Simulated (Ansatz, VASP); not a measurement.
# Al4VN2: VASP beside Ansatz

```
CELL_PARAMETERS angstrom
3.00139 0.00000 0.00000
-1.50070 2.59928 0.00000
0.00000 0.00000 12.05510
ATOMIC_POSITIONS crystal
Al 0.66667 0.33333 0.38484
Al 0.33333 0.66667 0.16720
Al 0.33333 0.66667 0.61516
Al 0.66667 0.33333 0.83280
V 0.00000 0.00000 0.00000
N 0.33333 0.66667 0.32340
N 0.66667 0.33333 0.67660
```

Alike in both runs: task relaxation of cell and atoms; functional PBE; k mesh 12 × 12 × 4; occupations gaussian, width 0.1 eV; no spin polarisation.

|  | VASP | Ansatz |
| --- | --- | --- |
| version | VASP 6.6.1 | Ansatz 0.2.0 |
| potentials or method | VASP PAW PBE potentials, release 64 (Al, V_sv, N), cutoff 600 eV | scalar-relativistic, plane waves, PAW |
| valence electrons in the cell | 35 | 35 |

|  | VASP | Ansatz | Ansatz less VASP |
| --- | --- | --- | --- |
| gap on the k mesh at the Fermi level, each at its own relaxed structure (eV) | none | none | - |
| relaxed volume (Å³/atom) | 13.43 | 13.45 | +0.014 |
| relaxed length of the cell vector where the two differ most in proportion (Å) | 12.070 | 12.078 | +0.0079 |

A gap of «none» marks a metal or a gap that the smearing closes.
